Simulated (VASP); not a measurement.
Mo:

```
CELL_PARAMETERS angstrom
-1.61487 1.61487 1.61487
1.61487 -1.61487 1.61487
1.61487 1.61487 -1.61487
ATOMIC_POSITIONS crystal
Mo 0.00000 0.00000 0.00000
```

Base run:

| Property | Result |
| --- | --- |
| Program | VASP 6.6.1 |
| Functional | PBE |
| Potentials or basis | VASP PAW PBE potentials, release 64 (Mo_sv) |
| Cutoff | 520 eV |
| k mesh | 12 × 12 × 12 |
| Occupations | fermi-dirac, width 0.05 eV |
| Spin | no spin polarisation |

Its results: band gap on the k mesh zero (band 7 reaches 15.00 eV, above the bottom of band 8 at 10.20 eV); pressure -14.5 GPa.

**Question.** The run is repeated on the same cell with these changes: functional from PBE to PBEsol. What comes out?

**Answer.** Band gap on the k mesh zero (band 7 reaches 14.90 eV, above the bottom of band 8 at 10.07 eV); pressure -21.6 GPa.

PBEsol binds more tightly than PBE, so the same cell stands under less pressure.

Caveats: the PAW data sets were made with another functional, which shifts forces and pressure a little (some runs).
